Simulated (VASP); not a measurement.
Wanted: the native input for a VASP 6.6.1 run.

```yaml
Task: single point
Functional: PBE
Potentials_or_basis: VASP PAW PBE potentials, release 64 (W_sv, C, H)
Cutoff: 520 eV
k_mesh: 3 × 3 × 1
Occupations: fermi-dirac, width 0.15 eV
Spin: no spin polarisation
Dipole_correction: no
Further_INCAR_settings: LREAL = Auto; ALGO = Normal; EDIFF = 1e-06; NBANDS = 126
```

The structure of HW12C12 lies in POSCAR:

```
HW12C12
1.0
    5.7641400000      0.0000000000      0.0000000000
   -2.8820700000      4.9918920000      0.0000000000
    0.0000000000      0.0000000000     19.0596750000
W C H
12 12 1
Direct
    0.0000000000      0.0000000000      0.0524667918
   -0.0004807565     -0.0011696968      0.2017239014
    0.0034475591     -0.0060868705      0.3528661953
    0.0000000000      0.5000000000      0.0524667918
   -0.0005612675      0.4986682404      0.2021653045
   -0.0011770354      0.4910440771      0.3558775792
    0.5000000000      0.0000000000      0.0524667918
    0.4993921121     -0.0013660151      0.2018883848
    0.4985740910     -0.0056928315      0.3540747678
    0.5000000000      0.5000000000      0.0524667918
    0.4995140570      0.4993122848      0.2018336094
    0.5007149981      0.4975664538      0.3549531668
    0.3333333333      0.1666666667      0.1265464915
    0.3328301278      0.1651113446      0.2739136423
    0.3359384993      0.1604990653      0.4126791774
    0.3333333333      0.6666666667      0.1265464915
    0.3313791209      0.6645524382      0.2747671196
    0.3334685037      0.6623316370      0.4140212254
    0.8333333333      0.1666666667      0.1265464915
    0.8330316303      0.1643304783      0.2749690118
    0.8292085143      0.1489196882      0.4177182455
    0.8333333333      0.6666666667      0.1265464915
    0.8330734881      0.6643687403      0.2745621318
    0.8347854644      0.6587023517      0.4136956690
   -0.1478494426      0.0095050133      0.4551390304
```

These files were run (other wordings do the same):

INCAR

```
ALGO = Normal ; EDIFF = 1E-6
ENCUT = 520 ; GGA = PE
ISIF = 2 ; ISMEAR = -1
LASPH = True ; LCHARG = False
LREAL = Auto ; LWAVE = False
NBANDS = 126 ; NELM = 60
PREC = Accurate ; SIGMA = 0.15
```

KPOINTS

```
k-points
0
Gamma
  3 3 1
```

Potentials or basis: VASP PAW PBE potentials, release 64 (W_sv, C, H).

Command:

```sh
$ cat potpaw_PBE.64/W_sv/POTCAR potpaw_PBE.64/C/POTCAR potpaw_PBE.64/H/POTCAR > POTCAR
$ mpirun -np 1 vasp_std > vasp.out
```

Results of the run:

| Quantity | Value |
| --- | --- |
| Largest force | 1.348 eV/Å |
| Band gap on the k mesh | zero (an odd number of electrons rules out a gap without spin polarisation) |

Caveat: the k points lie up to 0.42 Å⁻¹ apart, too coarse for converged energies and pressures of a metal; spin-orbit coupling is left out, which moves the levels of the heavy elements.

Wall time 22 min on 1 thread of Intel(R) Xeon(R) Platinum 8488C (Sapphire Rapids) (shared host), peak memory 0.79 GiB.
